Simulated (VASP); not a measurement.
# Ta (I4/mmm) in VASP: a series of runs

Runs on Ta. Level: PBEsol. Tasks: single point.

Program: VASP 6.6.1. These are calculated values, not measurements. Logs are shortened: lines on timing, memory, paths and dates and some standing lists are left out, and cuts for length are marked.

## (1) The cell of the first run

The structure is tetragonal, space group I4/mmm (No. 139). The conventional cell has a = 3.303 Å, b = 3.303 Å, c = 3.179 Å, α = 90.00°, β = 90.00°, γ = 90.00°. Ta (site symmetry 4/mmm) has 14 Ta at 2.82 to 3.30 Å within 3.7 Å.

## (2) Single point, PBEsol (strain -0.0375 x Voigt [0, 0, 1, 0, 0, 0])

Contents of INCAR:

```
ALGO = Normal
EDIFF = 1E-6
ENCUT = 520
GGA = PS
ISIF = 2
ISMEAR = 0
LASPH = T
LCHARG = F
LREAL = F
LWAVE = F
NBANDS = 12
NELM = 100
PREC = Accurate
SIGMA = 0.15
```

Contents of KPOINTS:

```
k-points
0
Gamma
  20 20 20
```

Contents of POSCAR:

```
Ta
1.0
   -1.6512800000      1.6512800000      1.5893570000
    1.6512800000     -1.6512800000      1.5893570000
    1.6512800000      1.6512800000     -1.5893570000
Ta
1
Direct
    0.0000000000      0.0000000000      0.0000000000
```

Potentials or basis: VASP PAW PBE potentials, release 64 (Ta_pv).

Started as:

```
$ cat potpaw_PBE.64/Ta_pv/POTCAR > POTCAR
$ mpirun -np 1 vasp_std > vasp.out
```

OUTCAR:

```text
EDIFF = 1E-6
   ENCUT = 520
   GGA = PS
   ISIF = 2
   ISMEAR = 0
   LASPH = T
   LREAL = F
   NELM = 100
   PREC = Accurate

 ion  position               nearest neighbor table
   1  0.000  0.000  0.000-

  LATTYP: Found a body centered tetragonal cell.
 ALAT       =     3.3025600000
 C/A-ratio  =     0.9625000000

  Lattice vectors:

 A1 = (  -1.6512800000,   1.6512800000,   1.5893570000)
 A2 = (   1.6512800000,  -1.6512800000,   1.5893570000)
 A3 = (   1.6512800000,   1.6512800000,  -1.5893570000)

Analysis of symmetry for initial positions (statically):
=====================================================================
 Subroutine PRICEL returns:
 Original cell was already a primitive cell.

 Routine SETGRP: Setting up the symmetry group for a
 body centered tetragonal supercell.

 Subroutine GETGRP returns: Found 16 space group operations
 (whereof 16 operations were pure point group operations)
 out of a pool of 16 trial point group operations.

The static configuration has the point symmetry D_4h.

Analysis of symmetry for dynamics (positions and initial velocities):
=====================================================================
 Subroutine PRICEL returns:
 Original cell was already a primitive cell.

 Routine SETGRP: Setting up the symmetry group for a
 body centered tetragonal supercell.

 Subroutine GETGRP returns: Found 16 space group operations
 (whereof 16 operations were pure point group operations)
 out of a pool of 16 trial point group operations.

The dynamic configuration has the point symmetry D_4h.

 Subroutine INISYM returns: Found 16 space group operations
 (whereof 16 operations are pure point group operations),
 and found     1 'primitive' translations

----------------------------------------------------------------------------------------

                                     Primitive cell

  volume of cell :      17.3350

  direct lattice vectors                    reciprocal lattice vectors
    -1.651280000  1.651280000  1.589357000     0.000000000  0.302795407  0.314592631
     1.651280000 -1.651280000  1.589357000     0.302795407  0.000000000  0.314592631
     1.651280000  1.651280000 -1.589357000     0.302795407  0.302795407  0.000000000

  length of vectors
     2.824802108  2.824802108  2.824802108     0.436638961  0.436638961  0.428217371

  position of ions in fractional coordinates (direct lattice)
     0.000000000  0.000000000  0.000000000

  ion indices of the primitive-cell ions
   primitive index   ion index
                 1           1

----------------------------------------------------------------------------------------

 KPOINTS: k-points

Automatic generation of k-mesh.
 Grid dimensions read from file:
 generate k-points for:   20   20   20

 Generating k-lattice:

  Cartesian coordinates                     Fractional coordinates (reciprocal lattice)
     0.000000000  0.015139770  0.015729632     0.050000000  0.000000000 -0.000000000
     0.015139770  0.000000000  0.015729632     0.000000000  0.050000000 -0.000000000
     0.015139770  0.015139770  0.000000000     0.000000000  0.000000000  0.050000000

  Length of vectors
     0.021831948  0.021831948  0.021410869

  Shift w.r.t. Gamma in fractional coordinates (k-lattice)
     0.000000000  0.000000000  0.000000000

 Subroutine IBZKPT returns following result:
 ===========================================

 Found    641 irreducible k-points:

 Following reciprocal coordinates:
            Coordinates               Weight
  0.000000  0.000000  0.000000      1.000000
  0.050000  0.000000 -0.000000      8.000000
  0.100000  0.000000 -0.000000      8.000000
  0.150000  0.000000 -0.000000      8.000000
  0.200000  0.000000 -0.000000      8.000000
  0.250000  0.000000 -0.000000      8.000000
[... 16 lines left out ...]
 -0.400000  0.050000  0.000000     16.000000
 -0.350000  0.050000  0.000000     16.000000
 [... further k-points ...]
   k-points           NKPTS =    641   k-points in BZ     NKDIM =    641   number of bands    NBANDS=     12
   number of dos      NEDOS =    301   number of ions     NIONS =      1
   total plane-waves  NPLWV =  13824
   dimension x,y,z NGX =    24 NGY =   24 NGZ =   24
   dimension x,y,z NGXF=    48 NGYF=   48 NGZF=   48
   ions per type =               1
   NGX,Y,Z   is equivalent  to a cutoff of  14.12, 14.12, 14.12 a.u.
   NGXF,Y,Z  is equivalent  to a cutoff of  28.25, 28.25, 28.25 a.u.
 SYSTEM =  unknown system
   PREC   = accura    normal or accurate (medium, high low for compatibility)
   ISTART =      0    job   : 0-new  1-cont  2-samecut
   ICHARG =      2    charge: 1-file 2-atom 10-const
   ISPIN  =      1    spin polarized calculation?
   LNONCOLLINEAR =      F non collinear calculations
   LSORBIT =      F    spin-orbit coupling
   LASPH  =      T    aspherical Exc in radial PAW
   ENCUT  =  520.0 eV  38.22 Ry    6.18 a.u.   5.25  5.25  5.25*2*pi/ulx,y,z
   NELM   =    100;   NELMIN=  2; NELMDL= -5     # of ELM steps
   EDIFF  = 0.1E-05   stopping-criterion for ELM
   LREAL  =      F    real-space projection
[... 7 lines left out ...]
   TEBEG  =    0.0;   TEEND  =   0.0 temperature during run
   PSTRESS=    0.0 pullay stress
   NELECT =      11.0000    total number of electrons
   NUPDOWN=      -1.0000    fix difference up-down
   EMIN   =  10.00;   EMAX   =-10.00  energy-range for DOS
   EFERMI =   0.00;   METHOD = LEGACY
   ISMEAR =     0;   SIGMA  =   0.15  broadening in eV -4-tet -1-fermi 0-gaus
   EFERMI_NEDOS =   21; number of points for ismear=-14 and -15
   IALGO  =     38    algorithm
   IMIX   =      4    mixing-type and parameters
     AMIX     =   0.40;   BMIX     =  1.00
     AMIX_MAG =   1.60;   BMIX_MAG =  1.00
  volume/ion in A,a.u.               =      17.33       116.98
  Fermi-wavevector in a.u.,A,eV,Ry     =   1.406797  2.658461 26.926988  1.979078
  Thomas-Fermi vector in A             =   2.529121
   LORBIT       =      0    0 simple, 1 ext, 2 COOP (PROOUT), +10 PAW based schemes
   GGA     = PS    functional components
   LHFCALC =     F    Hartree Fock is set to
   AEXX    =    0.0000 exact exchange contribution
   IVDW    =     0    specifies the selected vdW correction
   LEPSILON=     F    determine dielectric tensor
   LRPA    =     F    only Hartree local field effects (RPA)
 non-spin polarized calculation
 Gauss-broadening in eV      SIGMA  =   0.15
  energy-cutoff  :      520.00
  volume of cell :       17.33
 maximum number of plane-waves:       482
 NGX is ok and might be reduce to    24
   NGX = 11   NGY = 11   NGZ = 11

 number of electron      11.0000000 magnetization

 Free energy of the ion-electron system (eV)
  ---------------------------------------------------
  ext. energy  EPLUGINS =         0.00000000
  ---------------------------------------------------
  free energy    TOTEN  =       -12.54663514 eV

  energy without entropy =      -12.53207568  energy(sigma->0) =      -12.53935541

 E-fermi :   5.6265     XC(G=0): -12.9256

 val. band max:        5.6231830735   @ k =   0.3500   0.2000   0.1000
 cond. band min:       5.6302526135   @ k =  -0.1000   0.2000   0.1000
 fundamental gap:      0.0070695400
 Fermi energy:         5.6264585853

 k-point     1 :       0.0000    0.0000    0.0000
  band No.  band energies     occupation
      1     -27.2420      2.00000
      2     -27.2420      2.00000
      3     -27.2312      2.00000
      4      -2.4416      2.00000
      5       6.0210      0.00020
      6       6.5393      0.00000
      7       6.5393      0.00000
      8       9.3836      0.00000
      9      10.1056      0.00000
     10      20.4268      0.00000
     11      20.6315      0.00000
     12      20.6315      0.00000

 k-point     2 :       0.0500    0.0000   -0.0000
  band No.  band energies     occupation
      1     -27.2732      2.00000
      2     -27.2532      2.00000
      3     -27.2367      2.00000
      4      -2.3216      2.00000
      5       6.0278      0.00015
      6       6.5117      0.00000
      7       6.5667      0.00000
      8       9.3601      0.00000
      9      10.0014      0.00000
     10      20.4268      0.00000
     11      20.8437      0.00000
     12      20.8473      0.00000

 k-point     3 :       0.1000    0.0000   -0.0000
  band No.  band energies     occupation
      1     -27.3761      2.00000
      2     -27.2857      2.00000
      3     -27.2393      2.00000
      4      -1.9724      2.00000
      5       5.9082      0.00790
      6       6.4042      0.00000
      7       6.8029      0.00000
      8       9.2780      0.00000
      9       9.8128      0.00000
     10      20.4263      0.00000
     11      21.2874      0.00000
     12      21.4614      0.00000
[... 286 lines left out ...]
 k-point    23 :      -0.4000    0.0500    0.0000
  band No.  band energies     occupation
      1     -28.3839      2.00000
      2     -27.6273      2.00000
      3     -27.2722      2.00000
      4       1.1081      2.00000
      5       4.1104      2.00000
      6       6.0597      0.00004
      7       9.8137      0.00000
      8      10.4801      0.00000
      9      12.0827      0.00000
     10      18.7548      0.00000
     11      20.0637      0.00000
     12      20.5176      0.00000

 k-point    24 :      -0.3500    0.0500    0.0000
  band No.  band energies     occupation
      1     -28.2287      2.00000
      2     -27.5705      2.00000
      3     -27.2678      2.00000
      4       0.8644      2.00000
      5       4.3695      2.00000
      6       5.5581      1.48080
      7       9.6067      0.00000
      8      10.2337      0.00000
      9      10.9000      0.00000
     10      19.6246      0.00000
     11      20.4146      0.00000
     12      21.6037      0.00000

 [... further k-points ...]

------------------------ aborting loop because EDIFF is reached ----------------------------------------

  FORCE on cell =-STRESS in cart. coord.  units (eV):
  Direction    XX          YY          ZZ          XY          YZ          ZX
  --------------------------------------------------------------------------------------
  -------------------------------------------------------------------------------------
  Total        0.3171166      0.3171166      0.8478189      0.0000000     -0.0000000      0.0000000
  in kB       29.3093790     29.3093790     78.3593456      0.0000000     -0.0000000      0.0000000
  external PRESSURE =      45.6593679 kB  Pullay stress =       0.0000000 kB

 VOLUME and BASIS-vectors are now :
 -----------------------------------------------------------------------------
  energy-cutoff  :      520.00
  volume of cell :       17.33
      direct lattice vectors                 reciprocal lattice vectors
    -1.651280000  1.651280000  1.589357000     0.000000000  0.302795407  0.314592631
     1.651280000 -1.651280000  1.589357000     0.302795407  0.000000000  0.314592631
     1.651280000  1.651280000 -1.589357000     0.302795407  0.302795407  0.000000000

 POSITION                                       TOTAL-FORCE (eV/Angst)
 -----------------------------------------------------------------------------------
      0.00000      0.00000      0.00000        -0.000000      0.000000      0.000000
 -----------------------------------------------------------------------------------
    total drift:                                0.000000      0.000000      0.000000

  FREE ENERGIE OF THE ION-ELECTRON SYSTEM (eV)
  ---------------------------------------------------
  free  energy   TOTEN  =       -12.5466351434 eV

  energy  without entropy=      -12.5320756837  energy(sigma->0) =      -12.53935541
```

Wall time 30 s (1 thread of Intel Xeon 6975P-C (Granite Rapids), shared host); peak memory 0.24 GiB.

Results:

```yaml
Free_energy: -12.5466 eV
Pressure: 4.6 GPa
Band_gap_on_the_k_mesh: zero (an odd number of electrons rules out a gap without spin polarisation)
```

Caveat: the cell differs from its parent crystal (strain -0.0375 x Voigt [0, 0, 1, 0, 0, 0]); the cell stands under pressure; the PAW data sets were made with another functional, which shifts forces and pressure a little; spin-orbit coupling is left out, which moves the levels of the heavy elements.

## (3) Single point, PBEsol (strain +0.0375 x Voigt [0, 0, 1, 0, 0, 0])

Contents of INCAR:

```
SYSTEM = Ta
PREC = Accurate ; ENCUT = 520
EDIFF = 1E-7 ; ISMEAR = 0
SIGMA = 0.15 ; LREAL = .FALSE.
LASPH = .TRUE. ; NELM = 80
ALGO = Normal ; ISIF = 2
LWAVE = .FALSE. ; LCHARG = .FALSE.
GGA = PS ; NBANDS = 12
```

Contents of KPOINTS:

```
regular mesh
0
G
  20 20 20
  0 0 0
```

Contents of POSCAR:

```
Ta
1.0
   -1.6512800000      1.6512800000      1.7132030000
    1.6512800000     -1.6512800000      1.7132030000
    1.6512800000      1.6512800000     -1.7132030000
Ta
1
Direct
    0.0000000000      0.0000000000      0.0000000000
```

Potentials or basis: VASP PAW PBE potentials, release 64 (Ta_pv).

Started as:

```
$ cat potpaw_PBE.64/Ta_pv/POTCAR > POTCAR
$ mpirun -np 1 vasp_std > vasp.out
```

Run time: 32 s. Hardware: 1 thread of Intel Xeon 6975P-C (Granite Rapids), shared host; peak memory 0.25 GiB.

It converged, with:

| Quantity | Value |
| --- | --- |
| Free energy | -12.5198 eV |
| Pressure | -10.2 GPa |
| Band gap on the k mesh | zero (an odd number of electrons rules out a gap without spin polarisation) |

Stress tensor (GPa, compression positive):
```
 -8.99   0.00   0.00
  0.00  -8.99   0.00
  0.00   0.00 -12.75
```

Levels at points of the mesh, in eV from the Fermi level:
```csv
k point,band 2,band 3,band 4,band 5,band 6,band 7,band 8,band 9,band 10,band 11
"(0.00, 0.00, 0.00)",-33.17,-33.17,-7.79,0.59,0.59,1.02,3.55,4.14,14.46,14.53
"(0.50, 0.00, 0.00)",-33.50,-33.17,-4.24,-1.29,1.37,3.43,4.69,7.40,11.04,11.87
"(0.50, 0.50, 0.00)",-33.54,-33.20,-4.21,-1.74,1.63,4.11,4.91,7.51,11.27,11.66
"(0.50, 0.50, 0.50)",-33.88,-33.88,-3.65,-3.54,6.45,6.59,6.59,7.72,8.65,8.65
```

Caveat: the cell differs from its parent crystal (strain +0.0375 x Voigt [0, 0, 1, 0, 0, 0]); the cell stands under tension; the PAW data sets were made with another functional, which shifts forces and pressure a little; spin-orbit coupling is left out, which moves the levels of the heavy elements.
